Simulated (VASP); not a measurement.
# HfB2 (P6/mmm) in VASP: further runs

Aim: see how the results for HfB2 move with the level of theory and the settings. Levels: PBEsol, LDA. Tasks: single point.

Everything below comes from runs of VASP 6.6.1. Logs are shortened: lines on timing, memory, paths and dates and some standing lists are left out, and cuts for length are marked.

### 1 The cell of the first run

It takes space group P6/mmm (No. 191, hexagonal). Conventional cell: a = 3.140 Å, b = 3.140 Å, c = 3.480 Å, α = 90.00°, β = 90.00°, γ = 120.00°. Hf (site symmetry 6/mmm) has 12 B at 2.51 Å and 6 Hf at 3.14 Å within 3.3 Å. B (site symmetry -6m2) has 3 B at 1.81 Å within 2.4 Å.

### 2 Single point, PBEsol

The input, INCAR:

```
SYSTEM = HfB2
ALGO = Normal
EDIFF = 1E-6
ENCUT = 520
GGA = PS
ISIF = 2
ISMEAR = -1
LASPH = .TRUE.
LCHARG = .TRUE.
LELF = .TRUE.
LREAL = .FALSE.
LVHAR = .TRUE.
LWAVE = .FALSE.
NBANDS = 15
NELM = 100
PREC = Accurate
SIGMA = 0.05
```

The input, KPOINTS:

```
k-points
0
G
  10 10 8
  0 0 0
```

The input, POSCAR:

```
HfB2
1.0
    3.1400000000      0.0000000000      0.0000000000
   -1.5700000000      2.7193197679      0.0000000000
    0.0000000000      0.0000000000      3.4800000000
Hf B
1 2
Direct
    0.0000000000      0.0000000000      0.0000000000
    0.6666666667      0.3333333333      0.5000000000
    0.3333333333      0.6666666667      0.5000000000
```

Potentials or basis: VASP PAW PBE potentials, release 64 (Hf_pv, B).

Command:

```bash
cat potpaw_PBE.64/Hf_pv/POTCAR potpaw_PBE.64/B/POTCAR > POTCAR
mpirun -np 1 vasp_std > vasp.out
```

OUTCAR:

```text
SYSTEM = HfB2
   EDIFF = 1E-6
   ENCUT = 520
   GGA = PS
   ISIF = 2
   ISMEAR = -1
   LASPH = .TRUE.
   LREAL = .FALSE.
   NELM = 100
   PREC = Accurate

 ion  position               nearest neighbor table
   1  0.000  0.000  0.000-   2 2.51   3 2.51   2 2.51   3 2.51   2 2.51   2 2.51   3 2.51   3 2.51
                             2 2.51   2 2.51   3 2.51   3 2.51
   2  0.667  0.333  0.500-   3 1.81   3 1.81   3 1.81   1 2.51   1 2.51   1 2.51   1 2.51   1 2.51
                             1 2.51
   3  0.333  0.667  0.500-   2 1.81   2 1.81   2 1.81   1 2.51   1 2.51   1 2.51   1 2.51   1 2.51
                             1 2.51

  LATTYP: Found a hexagonal cell.
 ALAT       =     3.1400000000
 C/A-ratio  =     1.1082802548

  Lattice vectors:

 A1 = (   3.1400000000,   0.0000000000,   0.0000000000)
 A2 = (  -1.5700000000,   2.7193197679,   0.0000000000)
 A3 = (   0.0000000000,   0.0000000000,   3.4800000000)

Analysis of symmetry for initial positions (statically):
=====================================================================
 Subroutine PRICEL returns:
 Original cell was already a primitive cell.

 Routine SETGRP: Setting up the symmetry group for a
 hexagonal supercell.

 Subroutine GETGRP returns: Found 24 space group operations
 (whereof 24 operations were pure point group operations)
 out of a pool of 24 trial point group operations.

The static configuration has the point symmetry D_6h.

Analysis of symmetry for dynamics (positions and initial velocities):
=====================================================================
 Subroutine PRICEL returns:
 Original cell was already a primitive cell.

 Routine SETGRP: Setting up the symmetry group for a
 hexagonal supercell.

 Subroutine GETGRP returns: Found 24 space group operations
 (whereof 24 operations were pure point group operations)
 out of a pool of 24 trial point group operations.

The dynamic configuration has the point symmetry D_6h.

 Subroutine INISYM returns: Found 24 space group operations
 (whereof 24 operations are pure point group operations),
 and found     1 'primitive' translations

----------------------------------------------------------------------------------------

                                     Primitive cell

  volume of cell :      29.7146

  direct lattice vectors                    reciprocal lattice vectors
     3.140000000  0.000000000  0.000000000     0.318471338  0.183869512  0.000000000
    -1.570000000  2.719319768  0.000000000     0.000000000  0.367739025  0.000000000
     0.000000000  0.000000000  3.480000000     0.000000000  0.000000000  0.287356322

  length of vectors
     3.140000000  3.140000000  3.480000000     0.367739025  0.367739025  0.287356322

  position of ions in fractional coordinates (direct lattice)
     0.000000000  0.000000000  0.000000000
     0.666666667  0.333333333  0.500000000
     0.333333333  0.666666667  0.500000000

  ion indices of the primitive-cell ions
   primitive index   ion index
                 1           1
                 2           2
                 3           3

----------------------------------------------------------------------------------------

 KPOINTS: k-points

Automatic generation of k-mesh.
 Grid dimensions read from file:
 generate k-points for:   10   10    8

 Generating k-lattice:

  Cartesian coordinates                     Fractional coordinates (reciprocal lattice)
     0.031847134  0.018386951  0.000000000     0.100000000  0.000000000  0.000000000
     0.000000000  0.036773902  0.000000000     0.000000000  0.100000000  0.000000000
     0.000000000  0.000000000  0.035919540     0.000000000  0.000000000  0.125000000

  Length of vectors
     0.036773902  0.036773902  0.035919540

  Shift w.r.t. Gamma in fractional coordinates (k-lattice)
     0.000000000  0.000000000  0.000000000

 Subroutine IBZKPT returns following result:
 ===========================================

 Found     70 irreducible k-points:

 Following reciprocal coordinates:
            Coordinates               Weight
  0.000000  0.000000  0.000000      1.000000
  0.100000  0.000000  0.000000      6.000000
  0.200000  0.000000  0.000000      6.000000
  0.300000  0.000000  0.000000      6.000000
  0.400000  0.000000  0.000000      6.000000
  0.500000  0.000000  0.000000      3.000000
[... 16 lines left out ...]
  0.300000  0.100000  0.125000     24.000000
  0.400000  0.100000  0.125000     24.000000
 [... further k-points ...]
   k-points           NKPTS =     70   k-points in BZ     NKDIM =     70   number of bands    NBANDS=     15
   number of dos      NEDOS =    301   number of ions     NIONS =      3
   total plane-waves  NPLWV =  16128
   dimension x,y,z NGX =    24 NGY =   24 NGZ =   28
   dimension x,y,z NGXF=    48 NGYF=   48 NGZF=   56
   ions per type =               1   2
   NGX,Y,Z   is equivalent  to a cutoff of  12.71, 12.71, 13.38 a.u.
   NGXF,Y,Z  is equivalent  to a cutoff of  25.41, 25.41, 26.75 a.u.
 SYSTEM =  HfB2
   PREC   = accura    normal or accurate (medium, high low for compatibility)
   ISTART =      0    job   : 0-new  1-cont  2-samecut
   ICHARG =      2    charge: 1-file 2-atom 10-const
   ISPIN  =      1    spin polarized calculation?
   LNONCOLLINEAR =      F non collinear calculations
   LSORBIT =      F    spin-orbit coupling
   LASPH  =      T    aspherical Exc in radial PAW
   ENCUT  =  520.0 eV  38.22 Ry    6.18 a.u.   5.84  5.84  6.47*2*pi/ulx,y,z
   NELM   =    100;   NELMIN=  2; NELMDL= -5     # of ELM steps
   EDIFF  = 0.1E-05   stopping-criterion for ELM
   LREAL  =      F    real-space projection
   EDIFFG = 0.1E-04   stopping-criterion for IOM
   NSW    =      0    number of steps for IOM
   IBRION =     -1    ionic relax: 0-MD 1-quasi-New 2-CG
   NFREE  =      0    steps in history (QN), initial steepest desc. (CG)
   ISIF   =      2    stress and relaxation
   ISYM   =      2    0-nonsym 1-usesym 2-fastsym
   POTIM  = 0.5000    time-step for ionic-motion
   TEBEG  =    0.0;   TEEND  =   0.0 temperature during run
   PSTRESS=    0.0 pullay stress
   NELECT =      16.0000    total number of electrons
   NUPDOWN=      -1.0000    fix difference up-down
   EMIN   =  10.00;   EMAX   =-10.00  energy-range for DOS
   EFERMI =   0.00;   METHOD = LEGACY
   ISMEAR =    -1;   SIGMA  =   0.05  broadening in eV -4-tet -1-fermi 0-gaus
   EFERMI_NEDOS =   21; number of points for ismear=-14 and -15
   IALGO  =     38    algorithm
   IMIX   =      4    mixing-type and parameters
     AMIX     =   0.40;   BMIX     =  1.00
     AMIX_MAG =   1.60;   BMIX_MAG =  1.00
  volume/ion in A,a.u.               =       9.90        66.84
  Fermi-wavevector in a.u.,A,eV,Ry     =   1.331860  2.516850 24.134693  1.773850
  Thomas-Fermi vector in A             =   2.460838
   LORBIT       =      0    0 simple, 1 ext, 2 COOP (PROOUT), +10 PAW based schemes
   GGA     = PS    functional components
   LHFCALC =     F    Hartree Fock is set to
   AEXX    =    0.0000 exact exchange contribution
   IVDW    =     0    specifies the selected vdW correction
   LEPSILON=     F    determine dielectric tensor
   LRPA    =     F    only Hartree local field effects (RPA)
 non-spin polarized calculation
  energy-cutoff  :      520.00
  volume of cell :       29.71
 maximum number of plane-waves:       816
 NGX is ok and might be reduce to    24
   NGX = 11   NGY = 11   NGZ = 13

 number of electron      15.9999998 magnetization

 Free energy of the ion-electron system (eV)
  ---------------------------------------------------
  ext. energy  EPLUGINS =         0.00000000
  ---------------------------------------------------
  free energy    TOTEN  =       -27.85684142 eV

  energy without entropy =      -27.85426286  energy(sigma->0) =      -27.85555214

 E-fermi :   7.4265     XC(G=0): -12.6816

 val. band max:        7.3626378018   @ k =   0.2000   0.2000   0.1250
 cond. band min:       7.6697174959   @ k =   0.1000   0.1000   0.2500
 fundamental gap:      0.3070796941
 Fermi energy:         7.4264880635

 k-point     1 :       0.0000    0.0000    0.0000
  band No.  band energies     occupation
      1     -23.0255      2.00000
      2     -22.5257      2.00000
      3     -22.5257      2.00000
      4      -6.1708      2.00000
      5       4.5078      2.00000
      6       4.6644      2.00000
      7       4.6644      2.00000
      8       4.8020      2.00000
      9      11.5425      0.00000
     10      11.5425      0.00000
     11      12.2119      0.00000
     12      12.2119      0.00000
     13      12.5534      0.00000
     14      12.5534      0.00000
     15      12.6120      0.00000

 k-point     2 :       0.1000    0.0000    0.0000
  band No.  band energies     occupation
      1     -23.0128      2.00000
      2     -22.6039      2.00000
      3     -22.5430      2.00000
      4      -5.9548      2.00000
      5       4.0723      2.00000
      6       4.6149      2.00000
      7       4.6529      2.00000
      8       4.7216      2.00000
      9      10.8498      0.00000
     10      11.3936      0.00000
     11      11.4238      0.00000
     12      11.7978      0.00000
     13      13.1980      0.00000
     14      13.6128      0.00000
     15      13.9701      0.00000

 k-point     3 :       0.2000    0.0000    0.0000
  band No.  band energies     occupation
      1     -22.9794      2.00000
      2     -22.8034      2.00000
      3     -22.5881      2.00000
      4      -5.3399      2.00000
      5       2.7528      2.00000
      6       4.2000      2.00000
      7       4.5716      2.00000
      8       5.1553      2.00000
      9       9.7251      0.00000
     10      11.0343      0.00000
     11      11.2610      0.00000
     12      11.7382      0.00000
     13      13.5680      0.00000
     14      14.6773      0.00000
     15      15.4475      0.00000

 k-point     4 :       0.3000    0.0000    0.0000
  band No.  band energies     occupation
      1     -23.0401      2.00000
      2     -22.9378      2.00000
      3     -22.6431      2.00000
      4      -4.4048      2.00000
      5       1.2290      2.00000
      6       3.7891      2.00000
      7       4.3959      2.00000
      8       5.1977      2.00000
      9       9.9407      0.00000
     10      10.6389      0.00000
     11      10.7969      0.00000
     12      11.8390      0.00000
     13      13.6065      0.00000
     14      15.9917      0.00000
     15      17.7129      0.00000
[... 307 lines left out ...]
 k-point    22 :       0.2000    0.1000    0.1250
  band No.  band energies     occupation
      1     -22.9918      2.00000
      2     -22.9346      2.00000
      3     -22.6402      2.00000
      4      -4.5789      2.00000
      5       1.9481      2.00000
      6       3.2801      2.00000
      7       3.9500      2.00000
      8       6.2332      2.00000
      9       8.2302      0.00000
     10      11.1260      0.00000
     11      11.7308      0.00000
     12      12.5361      0.00000
     13      14.1506      0.00000
     14      14.7096      0.00000
     15      16.5816      0.00000

 k-point    23 :       0.3000    0.1000    0.1250
  band No.  band energies     occupation
      1     -23.1310      2.00000
      2     -22.9508      2.00000
      3     -22.7038      2.00000
      4      -3.5739      2.00000
      5       0.4529      2.00000
      6       3.0932      2.00000
      7       3.7903      2.00000
      8       5.7544      2.00000
      9       8.6130      0.00000
     10      10.8766      0.00000
     11      11.8285      0.00000
     12      13.1119      0.00000
     13      14.9404      0.00000
     14      15.6497      0.00000
     15      18.4540      0.00000

 k-point    24 :       0.4000    0.1000    0.1250
  band No.  band energies     occupation
      1     -23.2479      2.00000
      2     -22.9263      2.00000
      3     -22.7427      2.00000
      4      -2.3737      2.00000
      5      -1.0030      2.00000
      6       2.9175      2.00000
      7       3.7905      2.00000
      8       5.3157      2.00000
      9       8.7064      0.00000
     10      11.6698      0.00000
     11      11.7527      0.00000
     12      13.8230      0.00000
     13      15.0558      0.00000
     14      15.9993      0.00000
     15      18.3888      0.00000

 [... further k-points ...]
[... 5 lines left out ...]
  --------------------------------------------------------------------------------------
  -------------------------------------------------------------------------------------
  Total       -0.7836097     -0.7836097     -0.9065280      0.0000000      0.0000000     -0.0000000
  in kB      -42.2514094    -42.2514094    -48.8790343      0.0000000      0.0000000     -0.0000000
  external PRESSURE =     -44.4606177 kB  Pullay stress =       0.0000000 kB

 VOLUME and BASIS-vectors are now :
 -----------------------------------------------------------------------------
  energy-cutoff  :      520.00
  volume of cell :       29.71
      direct lattice vectors                 reciprocal lattice vectors
     3.140000000  0.000000000  0.000000000     0.318471338  0.183869512  0.000000000
    -1.570000000  2.719319768  0.000000000     0.000000000  0.367739025  0.000000000
     0.000000000  0.000000000  3.480000000     0.000000000  0.000000000  0.287356322

 POSITION                                       TOTAL-FORCE (eV/Angst)
 -----------------------------------------------------------------------------------
      0.00000      0.00000      0.00000         0.000000      0.000000      0.000000
      1.57000      0.90644      1.74000        -0.000000      0.000000     -0.000000
     -0.00000      1.81288      1.74000         0.000000     -0.000000      0.000000
 -----------------------------------------------------------------------------------
    total drift:                               -0.000000      0.000000      0.000000

  FREE ENERGIE OF THE ION-ELECTRON SYSTEM (eV)
  ---------------------------------------------------
  free  energy   TOTEN  =       -27.8568414153 eV

  energy  without entropy=      -27.8542628629  energy(sigma->0) =      -27.85555214
```

It took 14 s on 1 thread of Intel Xeon 6975P-C (Granite Rapids), shared host; peak memory 0.16 GiB.

What came out:

```
Free energy            : -27.8568 eV
Pressure               : -4.4 GPa
Band gap on the k mesh : zero (band 8 reaches 8.11 eV, above the bottom of band 9 at 7.30 eV)
```

Stress tensor (GPa, compression positive):
```
-4.23  0.00  0.00
 0.00 -4.23  0.00
 0.00  0.00 -4.89
```

Caveat: the PAW data sets were made with another functional, which shifts forces and pressure a little; spin-orbit coupling is left out, which moves the levels of the heavy elements.

[end of part 1 of 2]
